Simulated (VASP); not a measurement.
# Na (Pm-3m) in VASP: notebook

Runs on Na. Level: LDA. Tasks: relaxation of cell and atoms.

Everything below comes from runs of VASP 6.6.1. Logs are shortened: lines on timing, memory, paths and dates and some standing lists are left out, and cuts for length are marked.

### Step 1. The cell of the first run

Symmetry: Pm-3m, No. 221, cubic system. Conventional cell: a = 3.510 Å, b = 3.510 Å, c = 3.510 Å, α = 90.00°, β = 90.00°, γ = 90.00°. Within 4.6 Å of Na (site symmetry m-3m) lie 6 Na at 3.51 Å.

### Step 2. Relaxation of cell and atoms, LDA

Contents of INCAR:

```
PREC = Accurate ; ENCUT = 500
EDIFF = 1E-7 ; ISMEAR = 1
SIGMA = 0.1 ; LREAL = F
LASPH = T ; NELM = 120
ALGO = Normal ; ISIF = 3
LWAVE = F ; LCHARG = F
IBRION = 2 ; NSW = 60
EDIFFG = -0.02 ; GGA_COMPAT = F
NELMIN = 4
```

Contents of KPOINTS:

```
Automatic mesh
0
Gamma
  6 6 6
```

Contents of POSCAR:

```
Na
1.0
    3.5100000000      0.0000000000      0.0000000000
    0.0000000000      3.5100000000      0.0000000000
    0.0000000000      0.0000000000      3.5100000000
Na
1
Direct
    0.0000000000      0.0000000000      0.0000000000
```

Potentials or basis: VASP PAW LDA potentials, release 64 (Na_pv).

Command:

```sh
$ cat potpaw_LDA.64/Na_pv/POTCAR > POTCAR
$ mpirun -np 1 vasp_std > vasp.out
```

OUTCAR:

```text
PREC = Accurate
   ENCUT = 500
   EDIFF = 1E-7
   ISMEAR = 1
   LREAL = F
   LASPH = T
   NELM = 120
   ISIF = 3
   IBRION = 2
   NSW = 60
   EDIFFG = -0.02
   NELMIN = 4

 ion  position               nearest neighbor table
   1  0.000  0.000  0.000-

  LATTYP: Found a simple cubic cell.
 ALAT       =     3.5100000000

  Lattice vectors:

 A1 = (   3.5100000000,   0.0000000000,   0.0000000000)
 A2 = (   0.0000000000,   3.5100000000,   0.0000000000)
 A3 = (   0.0000000000,   0.0000000000,   3.5100000000)

Analysis of symmetry for initial positions (statically):
=====================================================================
 Subroutine PRICEL returns:
 Original cell was already a primitive cell.

 Routine SETGRP: Setting up the symmetry group for a
 simple cubic supercell.

 Subroutine GETGRP returns: Found 48 space group operations
 (whereof 48 operations were pure point group operations)
 out of a pool of 48 trial point group operations.

The static configuration has the point symmetry O_h .

Analysis of symmetry for dynamics (positions and initial velocities):
=====================================================================
 Subroutine PRICEL returns:
 Original cell was already a primitive cell.

 Routine SETGRP: Setting up the symmetry group for a
 simple cubic supercell.

 Subroutine GETGRP returns: Found 48 space group operations
 (whereof 48 operations were pure point group operations)
 out of a pool of 48 trial point group operations.

The dynamic configuration has the point symmetry O_h .

 Subroutine INISYM returns: Found 48 space group operations
 (whereof 48 operations are pure point group operations),
 and found     1 'primitive' translations

----------------------------------------------------------------------------------------

                                     Primitive cell

  volume of cell :      43.2436

  direct lattice vectors                    reciprocal lattice vectors
     3.510000000  0.000000000  0.000000000     0.284900285  0.000000000  0.000000000
     0.000000000  3.510000000  0.000000000     0.000000000  0.284900285  0.000000000
     0.000000000  0.000000000  3.510000000     0.000000000  0.000000000  0.284900285

  length of vectors
     3.510000000  3.510000000  3.510000000     0.284900285  0.284900285  0.284900285

  position of ions in fractional coordinates (direct lattice)
     0.000000000  0.000000000  0.000000000

  ion indices of the primitive-cell ions
   primitive index   ion index
                 1           1

----------------------------------------------------------------------------------------

 KPOINTS: Automatic mesh

Automatic generation of k-mesh.
 Grid dimensions read from file:
 generate k-points for:    6    6    6

 Generating k-lattice:

  Cartesian coordinates                     Fractional coordinates (reciprocal lattice)
     0.047483381  0.000000000  0.000000000     0.166666667  0.000000000  0.000000000
     0.000000000  0.047483381  0.000000000     0.000000000  0.166666667  0.000000000
     0.000000000  0.000000000  0.047483381     0.000000000  0.000000000  0.166666667

  Length of vectors
     0.047483381  0.047483381  0.047483381

  Shift w.r.t. Gamma in fractional coordinates (k-lattice)
     0.000000000  0.000000000  0.000000000

 Subroutine IBZKPT returns following result:
 ===========================================

 Found     20 irreducible k-points:

 Following reciprocal coordinates:
            Coordinates               Weight
  0.000000  0.000000  0.000000      1.000000
  0.166667  0.000000  0.000000      6.000000
  0.333333  0.000000  0.000000      6.000000
  0.500000  0.000000  0.000000      3.000000
  0.166667  0.166667  0.000000     12.000000
  0.333333  0.166667  0.000000     24.000000
[... 12 lines left out ...]
  0.500000  0.500000  0.333333      6.000000
  0.500000  0.500000  0.500000      1.000000
   k-points           NKPTS =     20   k-points in BZ     NKDIM =     20   number of bands    NBANDS=      7
   number of dos      NEDOS =    301   number of ions     NIONS =      1
   total plane-waves  NPLWV =  21952
   dimension x,y,z NGX =    28 NGY =   28 NGZ =   28
   dimension x,y,z NGXF=    56 NGYF=   56 NGZF=   56
   ions per type =               1
   NGX,Y,Z   is equivalent  to a cutoff of  13.26, 13.26, 13.26 a.u.
   NGXF,Y,Z  is equivalent  to a cutoff of  26.52, 26.52, 26.52 a.u.
 SYSTEM =  unknown system
   PREC   = accura    normal or accurate (medium, high low for compatibility)
   ISTART =      0    job   : 0-new  1-cont  2-samecut
   ICHARG =      2    charge: 1-file 2-atom 10-const
   ISPIN  =      1    spin polarized calculation?
   LNONCOLLINEAR =      F non collinear calculations
   LSORBIT =      F    spin-orbit coupling
   LASPH  =      T    aspherical Exc in radial PAW
   ENCUT  =  500.0 eV  36.75 Ry    6.06 a.u.   6.40  6.40  6.40*2*pi/ulx,y,z
   NELM   =    120;   NELMIN=  4; NELMDL= -5     # of ELM steps
   EDIFF  = 0.1E-06   stopping-criterion for ELM
   LREAL  =      F    real-space projection
   EDIFFG = -.2E-01   stopping-criterion for IOM
   NSW    =     60    number of steps for IOM
   IBRION =      2    ionic relax: 0-MD 1-quasi-New 2-CG
   NFREE  =      1    steps in history (QN), initial steepest desc. (CG)
   ISIF   =      3    stress and relaxation
   ISYM   =      2    0-nonsym 1-usesym 2-fastsym
   POTIM  = 0.5000    time-step for ionic-motion
   TEBEG  =    0.0;   TEEND  =   0.0 temperature during run
   PSTRESS=    0.0 pullay stress
   NELECT =       7.0000    total number of electrons
   NUPDOWN=      -1.0000    fix difference up-down
   EMIN   =  10.00;   EMAX   =-10.00  energy-range for DOS
   EFERMI =   0.00;   METHOD = LEGACY
   ISMEAR =     1;   SIGMA  =   0.10  broadening in eV -4-tet -1-fermi 0-gaus
   EFERMI_NEDOS =   21; number of points for ismear=-14 and -15
   IALGO  =     38    algorithm
   IMIX   =      4    mixing-type and parameters
     AMIX     =   0.40;   BMIX     =  1.00
     AMIX_MAG =   1.60;   BMIX_MAG =  1.00
  volume/ion in A,a.u.               =      43.24       291.82
  Fermi-wavevector in a.u.,A,eV,Ry     =   0.892210  1.686032 10.830763  0.796039
  Thomas-Fermi vector in A             =   2.014130
   LORBIT       =      0    0 simple, 1 ext, 2 COOP (PROOUT), +10 PAW based schemes
   GGA     = CA    functional components
   LHFCALC =     F    Hartree Fock is set to
   AEXX    =    0.0000 exact exchange contribution
   IVDW    =     0    specifies the selected vdW correction
   LEPSILON=     F    determine dielectric tensor
   LRPA    =     F    only Hartree local field effects (RPA)
 conjugate gradient relaxation of ions
 non-spin polarized calculation
 Methfessel and Paxton  Order N= 1 SIGMA  =   0.10
  energy-cutoff  :      500.00
  volume of cell :       43.24
 maximum number of plane-waves:      1108
 NGX is ok and might be reduce to    28
   NGX = 13   NGY = 13   NGZ = 13

--------------------------------------- Ionic step        1  -------------------------------------------

 number of electron       6.9999995 magnetization

 Free energy of the ion-electron system (eV)
  ---------------------------------------------------
  ext. energy  EPLUGINS =         0.00000000
  ---------------------------------------------------
  free energy    TOTEN  =        -1.28546525 eV

  energy without entropy =       -1.28176239  energy(sigma->0) =       -1.28423096

------------------------ aborting loop because EDIFF is reached ----------------------------------------

  FORCE on cell =-STRESS in cart. coord.  units (eV):
  Direction    XX          YY          ZZ          XY          YZ          ZX
  --------------------------------------------------------------------------------------
  -------------------------------------------------------------------------------------
  Total       -0.2556514     -0.2556514     -0.2556514      0.0000000      0.0000000     -0.0000000
  in kB       -9.4719080     -9.4719080     -9.4719080      0.0000000      0.0000000     -0.0000000
  external PRESSURE =      -9.4719080 kB  Pullay stress =       0.0000000 kB

 VOLUME and BASIS-vectors are now :
 -----------------------------------------------------------------------------
  energy-cutoff  :      500.00
  volume of cell :       43.24
      direct lattice vectors                 reciprocal lattice vectors
     3.510000000  0.000000000  0.000000000     0.284900285  0.000000000  0.000000000
     0.000000000  3.510000000  0.000000000     0.000000000  0.284900285  0.000000000
     0.000000000  0.000000000  3.510000000     0.000000000  0.000000000  0.284900285

 POSITION                                       TOTAL-FORCE (eV/Angst)
 -----------------------------------------------------------------------------------
      0.00000      0.00000      0.00000         0.000000      0.000000      0.000000
 -----------------------------------------------------------------------------------
    total drift:                               -0.000000     -0.000000     -0.000000

  FREE ENERGIE OF THE ION-ELECTRON SYSTEM (eV)
  ---------------------------------------------------
  free  energy   TOTEN  =        -1.2854652527 eV

  energy  without entropy=       -1.2817623856  energy(sigma->0) =       -1.28423096

--------------------------------------- Ionic step        2  -------------------------------------------

 number of electron       6.9999994 magnetization

 E-fermi :  -0.0427     XC(G=0):  -6.3968

 val. band max:       -0.0552752338   @ k =   0.5000   0.0000   0.0000
 cond. band min:      -0.0423349959   @ k =   0.3333   0.3333   0.1667
 fundamental gap:      0.0129402379
 Fermi energy:        -0.0427211702

 k-point     1 :       0.0000    0.0000    0.0000
  band No.  band energies     occupation
      1     -25.3058      2.00000
      2     -25.3058      2.00000
      3     -25.3058      2.00000
      4      -3.1868      2.00000
      5       7.8474      0.00000
      6       7.8474      0.00000
      7       8.9751      0.00000

 k-point     2 :       0.1667    0.0000    0.0000
  band No.  band energies     occupation
      1     -25.3161      2.00000
      2     -25.3050      2.00000
      3     -25.3050      2.00000
      4      -2.8295      2.00000
      5       5.1839      0.00000
      6       8.1689      0.00000
      7       9.2673      0.00000
[... 235 lines left out ...]
 POSITION                                       TOTAL-FORCE (eV/Angst)
 -----------------------------------------------------------------------------------
      0.00000      0.00000      0.00000         0.000000     -0.000000      0.000000
 -----------------------------------------------------------------------------------
    total drift:                               -0.000000     -0.000000     -0.000000

  FREE ENERGIE OF THE ION-ELECTRON SYSTEM (eV)
  ---------------------------------------------------
  free  energy   TOTEN  =        -1.3098902147 eV

  energy  without entropy=       -1.3065339711  energy(sigma->0) =       -1.30877147

--------------------------------------- Ionic step        4  -------------------------------------------

 number of electron       6.9999990 magnetization

 Free energy of the ion-electron system (eV)
  ---------------------------------------------------
  ext. energy  EPLUGINS =         0.00000000
  ---------------------------------------------------
  free energy    TOTEN  =        -1.31103904 eV

  energy without entropy =       -1.30806014  energy(sigma->0) =       -1.31004608

 E-fermi :   0.4115     XC(G=0):  -6.8424

 val. band max:        0.4110782306   @ k =   0.3333   0.3333   0.1667
 cond. band min:       0.4996875430   @ k =   0.5000   0.0000   0.0000
 fundamental gap:      0.0886093124
 Fermi energy:         0.4114535094

 k-point     1 :       0.0000    0.0000    0.0000
  band No.  band energies     occupation
      1     -24.7879      2.00000
      2     -24.7879      2.00000
      3     -24.7879      2.00000
      4      -3.0825      2.00000
      5       8.9452      0.00000
      6       8.9452      0.00000
      7      10.4684      0.00000

 k-point     2 :       0.1667    0.0000    0.0000
  band No.  band energies     occupation
      1     -24.8053      2.00000
      2     -24.7864      2.00000
      3     -24.7864      2.00000
      4      -2.6826      2.00000
      5       6.1610      0.00000
      6       9.3034      0.00000
      7      10.7792      0.00000
[... 200 lines left out ...]
 POSITION                                       TOTAL-FORCE (eV/Angst)
 -----------------------------------------------------------------------------------
      0.00000      0.00000      0.00000         0.000000     -0.000000      0.000000
 -----------------------------------------------------------------------------------
    total drift:                               -0.000000     -0.000000     -0.000000

  FREE ENERGIE OF THE ION-ELECTRON SYSTEM (eV)
  ---------------------------------------------------
  free  energy   TOTEN  =        -1.3110390440 eV

  energy  without entropy=       -1.3080601400  energy(sigma->0) =       -1.31004608

 reached required accuracy - stopping structural energy minimisation
```

Run time: 13 s. Hardware: 1 thread of Intel Xeon Platinum 8488C (Sapphire Rapids), shared host; peak memory 0.13 GiB.

What came out:

```
Free energy                            : -1.3110 eV
Relaxed volume                         : 35.49 Å³/atom
Relaxed cell                           : a = 3.286 Å, b = 3.286 Å, c = 3.286 Å, α = 90.00°, β = 90.00°, γ = 90.00°
Space group after relaxing (to 0.05 Å) : Pm-3m (No. 221)
Energy gained by relaxing              : 25.6 meV/atom
Ionic steps                            : 4
Pressure after relaxing                : 0.0 GPa
```

Step by step:
```
step  energy change (eV)  largest force (eV/Å)  pressure (GPa)  volume (Å³)
   1              0.0000                0.0000           -0.95        43.24
   2             -0.0087                0.0000           -0.83        41.66
   3             -0.0244                0.0000           -0.26        37.15
   4             -0.0256                0.0000            0.02        35.49
```

Final structure:
```
Na
1.0
     3.28638    0.00000    0.00000
     0.00000    3.28638    0.00000
     0.00000    0.00000    3.28638
Na
1
Cartesian
  0.0000 0.0000 0.0000
```

Levels at points of the mesh, in eV from the Fermi level:
| k point | band 1 | band 2 | band 3 | band 4 | band 5 | band 6 | band 7 |
| --- | --- | --- | --- | --- | --- | --- | --- |
| (0.00, 0.00, 0.00) | -25.20 | -25.20 | -25.20 | -3.49 | 8.53 | 8.53 | 10.06 |
| (0.50, 0.00, 0.00) | -25.27 | -25.19 | -25.19 | -0.08 | 0.09 | 10.90 | 12.49 |
| (0.50, 0.50, 0.00) | -25.26 | -25.26 | -25.19 | 3.06 | 3.06 | 3.23 | 4.18 |
| (0.50, 0.50, 0.50) | -25.25 | -25.25 | -25.25 | 6.05 | 6.24 | 6.24 | 6.24 |

Caveat: the volume moved by over 15 % at a fixed basis, so the end points are rough.

### Step 3. Relaxation of cell and atoms, LDA, target pressure 10 GPa, at which the enthalpy is minimised

Contents of INCAR:

```
PREC     = Accurate       # precision mode
ENCUT    = 500            # plane-wave cutoff, eV
EDIFF    = 1E-7           # SCF threshold, eV
ISMEAR   = 1              # smearing method
SIGMA    = 0.1            # smearing width, eV
LREAL    = F              # projectors in reciprocal space
LASPH    = T              # aspherical terms in the spheres
NELM     = 120            # most SCF steps
ALGO     = Normal         # electronic algorithm
ISIF     = 3              # what is computed and relaxed
LWAVE    = F              # write WAVECAR
LCHARG   = F              # write CHGCAR
IBRION   = 2              # ionic algorithm
NSW      = 60             # ionic steps
EDIFFG   = -0.02          # ionic threshold
PSTRESS  = 100.0        
GGA_COMPAT= F            
NELMIN   = 4
```

KPOINTS is that of step 2.

POSCAR is that of step 2.

Potentials or basis: VASP PAW LDA potentials, release 64 (Na_pv).

Command:

```sh
$ cat potpaw_LDA.64/Na_pv/POTCAR > POTCAR
$ mpirun -np 1 vasp_std > vasp.out
```

Run time: 35 s. Hardware: 1 thread of Intel Xeon Platinum 8488C (Sapphire Rapids), shared host; peak memory 0.13 GiB.

It converged, with:

* Free energy: -1.0196 eV
* Relaxed volume: 21.41 Å³/atom
* Relaxed cell: a = 2.777 Å, b = 2.777 Å, c = 2.777 Å, α = 90.00°, β = 90.00°, γ = 90.00°
* Space group after relaxing (to 0.05 Å): Pm-3m (No. 221)
* Energy change on relaxing (the enthalpy is what falls): +265.8 meV/atom
* Ionic steps: 18
* Pressure after relaxing: 9.9 GPa

Step by step:
```tsv
step	energy change (eV)	largest force (eV/Å)	pressure (GPa)	volume (Å³)
1	0.0000	0.0000	-0.95	43.24
2	0.0443	0.0000	3.32	27.26
3	0.1882	0.0000	7.63	22.84
4	0.2841	0.0000	10.36	21.12
5	0.2624	0.0000	9.78	21.47
6	0.2625	0.0000	9.78	21.47
7	0.2627	0.0000	9.78	21.46
8	0.2627	0.0000	9.78	21.46
9	0.2627	0.0000	9.78	21.46
10	0.2627	0.0000	9.78	21.46
11	0.2627	0.0000	9.78	21.46
12	0.2627	0.0000	9.78	21.46
13	0.2628	0.0000	9.78	21.46
14	0.2629	0.0000	9.79	21.46
15	0.2631	0.0000	9.80	21.46
16	0.2635	0.0000	9.81	21.45
17	0.2643	0.0000	9.84	21.44
18	0.2658	0.0000	9.89	21.41
```

Final structure:
```xyz
1
Lattice="2.7768 0.0000 0.0000 0.0000 2.7768 0.0000 0.0000 0.0000 2.7768" Properties=species:S:1:pos:R:3 pbc="T T T"
Na    0.0000    0.0000    0.0000
```

Levels at points of the mesh, in eV from the Fermi level:
| k point | band 1 | band 2 | band 3 | band 4 | band 5 | band 6 |
| --- | --- | --- | --- | --- | --- | --- |
| (0.00, 0.00, 0.00) | -25.25 | -25.25 | -25.25 | -4.81 | 10.79 | 10.79 |
| (0.50, 0.00, 0.00) | -25.56 | -25.22 | -25.22 | -0.35 | 0.57 | 14.09 |
| (0.50, 0.50, 0.00) | -25.51 | -25.51 | -25.19 | 3.34 | 4.36 | 4.36 |
| (0.50, 0.50, 0.50) | -25.46 | -25.46 | -25.46 | 7.30 | 7.30 | 7.30 |

Caveat: the cell is relaxed towards a set pressure, so the enthalpy falls and the energy may rise; the volume moved by over 15 % at a fixed basis, so the end points are rough.

(Part 1 of 2 ends here.)
